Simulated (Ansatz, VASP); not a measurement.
# Two plane-wave programs on Nb

```xyz
2
Lattice="2.9450 0.0000 0.0000 -1.4725 2.5505 0.0000 0.0000 0.0000 5.3853" Properties=species:S:1:pos:R:3 pbc="T T T"
Nb    0.0000    1.7003    1.3463
Nb    1.4725    0.8502    4.0390
```

Alike in both runs: task single point; functional PBEsol; k mesh 14 × 14 × 7; occupations fermi-dirac, width 0.1 eV; no spin polarisation.

|  | VASP | Ansatz |
| --- | --- | --- |
| version | VASP 6.6.1 | Ansatz 0.2.0 |
| potentials or method | VASP PAW PBE potentials, release 64 (Nb_sv), cutoff 520 eV | plane waves (420 eV) with PAW, scalar-relativistic |
| valence electrons in the cell | 26 | 26 |

|  | VASP | Ansatz | Ansatz less VASP |
| --- | --- | --- | --- |
| pressure (GPa) | -16.1 | -15.9 | +0.22 |
| traceless stress, the component that is largest in VASP (GPa) | 1.21 | 1.25 | +0.039 |

VASP's potentials were made for PBE, not for PBEsol, and Ansatz warns of the same on its side. The functional is the same, so the differences come from potentials, cutoffs and numerics.
